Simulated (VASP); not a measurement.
Input of a VASP 6.6.1 run:

The input INCAR:

```
SYSTEM = LaCuTe2
PREC     = Accurate       ! precision mode
ENCUT    = 520            ! plane-wave cutoff, eV
EDIFF    = 1E-7           ! SCF threshold, eV
ISMEAR   = 0              ! smearing method
SIGMA    = 0.01           ! smearing width, eV
LREAL    = .FALSE.        ! projectors in reciprocal space
LASPH    = .TRUE.         ! aspherical terms in the spheres
NELM     = 60             ! most SCF steps
ALGO     = Normal         ! electronic algorithm
ISIF     = 2              ! what is computed and relaxed
LWAVE    = .FALSE.        ! write WAVECAR
LCHARG   = .FALSE.        ! write CHGCAR
GGA      = PE             ! functional
NBANDS   = 25             ! bands
```

Contents of KPOINTS:

```
regular mesh
0
G
  6 6 6
  0 0 0
```

POSCAR

```
LaCuTe2
1.0
    2.1970530368      1.2684691622      6.5810044989
   -2.1970530368      1.2684691622      6.5810044989
    0.0000000000     -2.5369383244      6.5810044989
Cu La Te
1 1 2
Direct
    1.0000000000      0.0000000000      0.0000000000
    0.5000000000      0.5000000000      0.5000000000
    0.2613436614      0.2613436614      0.2613436614
    0.7386563386      0.7386563386      0.7386563386
```

Potentials or basis: VASP PAW PBE potentials, release 64 (Cu, La, Te).

The run is started by

```console
$ cat potpaw_PBE.64/Cu/POTCAR potpaw_PBE.64/La/POTCAR potpaw_PBE.64/Te/POTCAR > POTCAR
$ mpirun -np 1 vasp_std > vasp.out
```

Problem. What does it give for the pressure?

Solution. 3.6 GPa.

Problem. What does it give for the band gap on the k mesh?

Solution. 0.66 eV, indirect (least direct gap 1.19 eV).

Stress tensor (GPa, compression positive):
```
3.67 0.00 0.00
0.00 3.67 0.00
0.00 0.00 3.40
```

Caveat: spin-orbit coupling is left out, which moves the levels of the heavy elements. A k mesh can miss the band edges.
